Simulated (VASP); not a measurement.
# TaGe3 (Pm-3m) in VASP: a series of runs

The runs below take TaGe3 through single point, relaxation of cell and atoms, with PBE.

Everything below comes from runs of VASP 6.6.1. Logs are shortened: lines on timing, memory, paths and dates and some standing lists are left out, and cuts for length are marked.

**1. The cell of the first run**

Symmetry: Pm-3m, No. 221, cubic system. The conventional cell has a = 4.125 Å, b = 4.125 Å, c = 4.125 Å, α = 90.00°, β = 90.00°, γ = 90.00°. Ta (site symmetry m-3m) has 12 Ge at 2.92 Å within 3.8 Å. Within 3.8 Å of Ge (site symmetry 4/mmm) lie 4 Ta at 2.92 Å and 8 Ge at 2.92 Å.

The cell was generated, and may not be a known phase.

**2. Single point, PBE**

INCAR

```
SYSTEM = TaGe3
PREC = Accurate
ENCUT = 520
EDIFF = 1E-7
ISMEAR = 0
SIGMA = 0.1
LREAL = .FALSE.
LASPH = .TRUE.
NELM = 100
ALGO = Normal
ISIF = 2
LWAVE = .FALSE.
LCHARG = .FALSE.
GGA = PE
NBANDS = 34
```

KPOINTS

```
Automatic mesh
0
G
  12 12 12
  0 0 0
```

POSCAR

```
TaGe3
1.0
    4.1246730179      0.0000000000      0.0000000000
    0.0000000000      4.1246730179      0.0000000000
    0.0000000000      0.0000000000      4.1246730179
Ta Ge
1 3
Direct
    0.0000000000      0.0000000000      0.0000000000
    0.5000000000      0.5000000000      0.0000000000
    0.0000000000      0.5000000000      0.5000000000
    0.5000000000      0.0000000000      0.5000000000
```

Potentials or basis: VASP PAW PBE potentials, release 64 (Ta_pv, Ge_d).

Started as:

```
$ cat potpaw_PBE.64/Ta_pv/POTCAR potpaw_PBE.64/Ge_d/POTCAR > POTCAR
$ mpirun -np 1 vasp_std > vasp.out
```

OUTCAR:

```text
SYSTEM = TaGe3
   PREC = Accurate
   ENCUT = 520
   EDIFF = 1E-7
   ISMEAR = 0
   LREAL = .FALSE.
   LASPH = .TRUE.
   NELM = 100
   ISIF = 2
   GGA = PE

 ion  position               nearest neighbor table
   1  0.000  0.000  0.000-   2 2.92   3 2.92   4 2.92   3 2.92   4 2.92   2 2.92   3 2.92   3 2.92
                             2 2.92   4 2.92   4 2.92   2 2.92
   2  0.500  0.500  0.000-   1 2.92   3 2.92   4 2.92   3 2.92   4 2.92   1 2.92   4 2.92   4 2.92
                             1 2.92   3 2.92   3 2.92   1 2.92
   3  0.000  0.500  0.500-   1 2.92   2 2.92   4 2.92   1 2.92   2 2.92   1 2.92   4 2.92   1 2.92
                             2 2.92   4 2.92   2 2.92   4 2.92
   4  0.500  0.000  0.500-   1 2.92   2 2.92   3 2.92   1 2.92   2 2.92   2 2.92   3 2.92   2 2.92
                             1 2.92   3 2.92   1 2.92   3 2.92

  LATTYP: Found a simple cubic cell.
 ALAT       =     4.1246730179

  Lattice vectors:

 A1 = (   4.1246730179,   0.0000000000,   0.0000000000)
 A2 = (   0.0000000000,   4.1246730179,   0.0000000000)
 A3 = (   0.0000000000,   0.0000000000,   4.1246730179)

Analysis of symmetry for initial positions (statically):
=====================================================================
 Subroutine PRICEL returns:
 Original cell was already a primitive cell.

 Routine SETGRP: Setting up the symmetry group for a
 simple cubic supercell.

 Subroutine GETGRP returns: Found 48 space group operations
 (whereof 48 operations were pure point group operations)
 out of a pool of 48 trial point group operations.

The static configuration has the point symmetry O_h .

Analysis of symmetry for dynamics (positions and initial velocities):
=====================================================================
 Subroutine PRICEL returns:
 Original cell was already a primitive cell.

 Routine SETGRP: Setting up the symmetry group for a
 simple cubic supercell.

 Subroutine GETGRP returns: Found 48 space group operations
 (whereof 48 operations were pure point group operations)
 out of a pool of 48 trial point group operations.

The dynamic configuration has the point symmetry O_h .

 Subroutine INISYM returns: Found 48 space group operations
 (whereof 48 operations are pure point group operations),
 and found     1 'primitive' translations

----------------------------------------------------------------------------------------

                                     Primitive cell

  volume of cell :      70.1728

  direct lattice vectors                    reciprocal lattice vectors
     4.124673018  0.000000000  0.000000000     0.242443461  0.000000000  0.000000000
     0.000000000  4.124673018  0.000000000     0.000000000  0.242443461  0.000000000
     0.000000000  0.000000000  4.124673018     0.000000000  0.000000000  0.242443461

  length of vectors
     4.124673018  4.124673018  4.124673018     0.242443461  0.242443461  0.242443461

  position of ions in fractional coordinates (direct lattice)
     0.000000000  0.000000000  0.000000000
     0.500000000  0.500000000  0.000000000
     0.000000000  0.500000000  0.500000000
     0.500000000  0.000000000  0.500000000

  ion indices of the primitive-cell ions
   primitive index   ion index
                 1           1
                 2           2
                 3           3
                 4           4

----------------------------------------------------------------------------------------

 KPOINTS: Automatic mesh

Automatic generation of k-mesh.
 Grid dimensions read from file:
 generate k-points for:   12   12   12

 Generating k-lattice:

  Cartesian coordinates                     Fractional coordinates (reciprocal lattice)
     0.020203622  0.000000000  0.000000000     0.083333333  0.000000000  0.000000000
     0.000000000  0.020203622  0.000000000     0.000000000  0.083333333  0.000000000
     0.000000000  0.000000000  0.020203622     0.000000000  0.000000000  0.083333333

  Length of vectors
     0.020203622  0.020203622  0.020203622

  Shift w.r.t. Gamma in fractional coordinates (k-lattice)
     0.000000000  0.000000000  0.000000000

 Subroutine IBZKPT returns following result:
 ===========================================

 Found     84 irreducible k-points:

 Following reciprocal coordinates:
            Coordinates               Weight
  0.000000  0.000000  0.000000      1.000000
  0.083333  0.000000  0.000000      6.000000
  0.166667  0.000000  0.000000      6.000000
  0.250000  0.000000  0.000000      6.000000
  0.333333  0.000000  0.000000      6.000000
  0.416667  0.000000  0.000000      6.000000
[... 16 lines left out ...]
  0.333333  0.333333  0.000000     12.000000
  0.416667  0.333333  0.000000     24.000000
 [... further k-points ...]
   k-points           NKPTS =     84   k-points in BZ     NKDIM =     84   number of bands    NBANDS=     34
   number of dos      NEDOS =    301   number of ions     NIONS =      4
   total plane-waves  NPLWV =  32768
   dimension x,y,z NGX =    32 NGY =   32 NGZ =   32
   dimension x,y,z NGXF=    64 NGYF=   64 NGZF=   64
   ions per type =               1   3
   NGX,Y,Z   is equivalent  to a cutoff of  12.90, 12.90, 12.90 a.u.
   NGXF,Y,Z  is equivalent  to a cutoff of  25.80, 25.80, 25.80 a.u.
 SYSTEM =  TaGe3
   PREC   = accura    normal or accurate (medium, high low for compatibility)
   ISTART =      0    job   : 0-new  1-cont  2-samecut
   ICHARG =      2    charge: 1-file 2-atom 10-const
   ISPIN  =      1    spin polarized calculation?
   LNONCOLLINEAR =      F non collinear calculations
   LSORBIT =      F    spin-orbit coupling
   LASPH  =      T    aspherical Exc in radial PAW
   ENCUT  =  520.0 eV  38.22 Ry    6.18 a.u.   7.67  7.67  7.67*2*pi/ulx,y,z
   NELM   =    100;   NELMIN=  2; NELMDL= -5     # of ELM steps
   EDIFF  = 0.1E-06   stopping-criterion for ELM
   LREAL  =      F    real-space projection
   EDIFFG = 0.1E-05   stopping-criterion for IOM
   NSW    =      0    number of steps for IOM
   IBRION =     -1    ionic relax: 0-MD 1-quasi-New 2-CG
   NFREE  =      0    steps in history (QN), initial steepest desc. (CG)
   ISIF   =      2    stress and relaxation
   ISYM   =      2    0-nonsym 1-usesym 2-fastsym
   POTIM  = 0.5000    time-step for ionic-motion
   TEBEG  =    0.0;   TEEND  =   0.0 temperature during run
   PSTRESS=    0.0 pullay stress
   NELECT =      53.0000    total number of electrons
   NUPDOWN=      -1.0000    fix difference up-down
   EMIN   =  10.00;   EMAX   =-10.00  energy-range for DOS
   EFERMI =   0.00;   METHOD = LEGACY
   ISMEAR =     0;   SIGMA  =   0.10  broadening in eV -4-tet -1-fermi 0-gaus
   EFERMI_NEDOS =   21; number of points for ismear=-14 and -15
   IALGO  =     38    algorithm
   IMIX   =      4    mixing-type and parameters
     AMIX     =   0.40;   BMIX     =  1.00
     AMIX_MAG =   1.60;   BMIX_MAG =  1.00
  volume/ion in A,a.u.               =      17.54       118.39
  Fermi-wavevector in a.u.,A,eV,Ry     =   1.490884  2.817363 30.242157  2.222736
  Thomas-Fermi vector in A             =   2.603610
   LORBIT       =      0    0 simple, 1 ext, 2 COOP (PROOUT), +10 PAW based schemes
   GGA     = PE    functional components
   LHFCALC =     F    Hartree Fock is set to
   AEXX    =    0.0000 exact exchange contribution
   IVDW    =     0    specifies the selected vdW correction
   LEPSILON=     F    determine dielectric tensor
   LRPA    =     F    only Hartree local field effects (RPA)
 non-spin polarized calculation
 Gauss-broadening in eV      SIGMA  =   0.10
  energy-cutoff  :      520.00
  volume of cell :       70.17
 maximum number of plane-waves:      1924
 NGX is ok and might be reduce to    32
   NGX = 15   NGY = 15   NGZ = 15

 number of electron      53.0000022 magnetization

 Free energy of the ion-electron system (eV)
  ---------------------------------------------------
  ext. energy  EPLUGINS =         0.00000000
  ---------------------------------------------------
  free energy    TOTEN  =       -23.76628666 eV

  energy without entropy =      -23.74411311  energy(sigma->0) =      -23.75519988

 E-fermi :   7.6712     XC(G=0): -11.9616

 val. band max:        7.6679524445   @ k =   0.4167   0.3333   0.2500
 cond. band min:       7.6752865745   @ k =   0.4167   0.4167   0.0000
 fundamental gap:      0.0073341301
 Fermi energy:         7.6712462173

 k-point     1 :       0.0000    0.0000    0.0000
  band No.  band energies     occupation
      1     -27.7285      2.00000
      2     -27.7285      2.00000
      3     -27.7285      2.00000
      4     -17.2713      2.00000
      5     -17.2580      2.00000
      6     -17.2580      2.00000
[... 26 lines left out ...]
     33       9.8846      0.00000
     34      13.2288      0.00000

 k-point     2 :       0.0833    0.0000    0.0000
  band No.  band energies     occupation
      1     -27.7299      2.00000
      2     -27.7285      2.00000
      3     -27.7285      2.00000
      4     -17.2692      2.00000
      5     -17.2576      2.00000
      6     -17.2551      2.00000
[... 26 lines left out ...]
     33      10.5914      0.00000
     34      12.8452      0.00000

 k-point     3 :       0.1667    0.0000    0.0000
  band No.  band energies     occupation
      1     -27.7337      2.00000
      2     -27.7284      2.00000
      3     -27.7284      2.00000
      4     -17.2632      2.00000
      5     -17.2566      2.00000
      6     -17.2464      2.00000
[... 26 lines left out ...]
     33      11.6268      0.00000
     34      11.9422      0.00000

 k-point     4 :       0.2500    0.0000    0.0000
  band No.  band energies     occupation
      1     -27.7389      2.00000
      2     -27.7282      2.00000
      3     -27.7282      2.00000
      4     -17.2551      2.00000
      5     -17.2541      2.00000
      6     -17.2326      2.00000
[... 26 lines left out ...]
     33      10.9959      0.00000
     34      12.4715      0.00000

 k-point     5 :       0.3333    0.0000    0.0000
  band No.  band energies     occupation
      1     -27.7441      2.00000
      2     -27.7281      2.00000
      3     -27.7281      2.00000
      4     -17.2536      2.00000
      5     -17.2432      2.00000
      6     -17.2145      2.00000
[... 621 lines left out ...]
 k-point    22 :       0.5000    0.2500    0.0000
  band No.  band energies     occupation
      1     -27.7478      2.00000
      2     -27.7372      2.00000
      3     -27.7277      2.00000
      4     -17.2301      2.00000
      5     -17.2196      2.00000
      6     -17.2001      2.00000
[... 26 lines left out ...]
     33      11.9511      0.00000
     34      13.3991      0.00000

 k-point    23 :       0.3333    0.3333    0.0000
  band No.  band energies     occupation
      1     -27.7428      2.00000
      2     -27.7419      2.00000
      3     -27.7277      2.00000
      4     -17.2284      2.00000
      5     -17.2212      2.00000
      6     -17.2034      2.00000
[... 26 lines left out ...]
     33      12.2346      0.00000
     34      12.6098      0.00000

 k-point    24 :       0.4167    0.3333    0.0000
  band No.  band energies     occupation
      1     -27.7459      2.00000
      2     -27.7419      2.00000
      3     -27.7276      2.00000
      4     -17.2206      2.00000
      5     -17.2163      2.00000
      6     -17.1984      2.00000
[... 26 lines left out ...]
     33      12.5367      0.00000
     34      12.9810      0.00000

 [... further k-points ...]

------------------------ aborting loop because EDIFF is reached ----------------------------------------

  FORCE on cell =-STRESS in cart. coord.  units (eV):
  Direction    XX          YY          ZZ          XY          YZ          ZX
  --------------------------------------------------------------------------------------
  -------------------------------------------------------------------------------------
  Total        0.0378882      0.0378882      0.0378882      0.0000000     -0.0000000      0.0000000
  in kB        0.8650591      0.8650591      0.8650591      0.0000000     -0.0000000      0.0000000
  external PRESSURE =       0.8650591 kB  Pullay stress =       0.0000000 kB

 VOLUME and BASIS-vectors are now :
 -----------------------------------------------------------------------------
  energy-cutoff  :      520.00
  volume of cell :       70.17
      direct lattice vectors                 reciprocal lattice vectors
     4.124673018  0.000000000  0.000000000     0.242443461  0.000000000  0.000000000
     0.000000000  4.124673018  0.000000000     0.000000000  0.242443461  0.000000000
     0.000000000  0.000000000  4.124673018     0.000000000  0.000000000  0.242443461

 POSITION                                       TOTAL-FORCE (eV/Angst)
 -----------------------------------------------------------------------------------
      0.00000      0.00000      0.00000         0.000000      0.000000      0.000000
      2.06234      2.06234      0.00000         0.000000      0.000000      0.000000
      0.00000      2.06234      2.06234         0.000000      0.000000      0.000000
      2.06234      0.00000      2.06234         0.000000      0.000000      0.000000
 -----------------------------------------------------------------------------------
    total drift:                                0.000000     -0.000000     -0.000000

  FREE ENERGIE OF THE ION-ELECTRON SYSTEM (eV)
  ---------------------------------------------------
  free  energy   TOTEN  =       -23.7662866579 eV

  energy  without entropy=      -23.7441131099  energy(sigma->0) =      -23.75519988
```

Wall time 4.1 min (1 thread of Intel Xeon 8259CL, shared host); peak memory 0.3 GiB.

What came out:

```yaml
Free_energy: -23.7663 eV
Pressure: 0.1 GPa
Band_gap_on_the_k_mesh: zero (an odd number of electrons rules out a gap without spin polarisation)
```

Caveat: spin-orbit coupling is left out, which moves the levels of the heavy elements.

(Part 1 of 2 ends here.)
